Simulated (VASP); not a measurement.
AlN, 4 atoms in the cell. Symmetry: P6_3mc, No. 186, hexagonal system. The conventional cell has a = 3.113 Å, b = 3.113 Å, c = 4.981 Å, α = 90.00°, β = 90.00°, γ = 120.00°. Al (site symmetry 3m) has 4 N at 1.89 Å within 2.5 Å. Within 2.5 Å of N (site symmetry 3m) lie 4 Al at 1.89 Å. 

* Program: VASP 6.6.1
* Task: single point
* Functional: BLYP
* Potentials or basis: VASP PAW PBE potentials, release 64 (Al, N)
* Cutoff: 520 eV
* k mesh: 10 × 10 × 6
* Occupations: fermi-dirac, width 0.05 eV
* Spin: no spin polarisation
* Dipole correction: no
* Further INCAR settings: ALGO = Normal; EDIFF = 1e-06; NBANDS = 16

Potentials or basis: VASP PAW PBE potentials, release 64 (Al, N).

The run is started by

```sh
$ cat potpaw_PBE.64/Al/POTCAR potpaw_PBE.64/N/POTCAR > POTCAR
$ mpirun -np 1 vasp_std > vasp.out
```

Hardware: 1 thread of Intel(R) Xeon(R) 6975P-C (Granite Rapids), with other jobs on the host.

Question: Estimate the wall time of this run.

Answer: It took 28 s on 1 thread of Intel(R) Xeon(R) 6975P-C (Granite Rapids) (shared host), peak memory 0.16 GiB. Counts: scf iterations 13, k points 56.
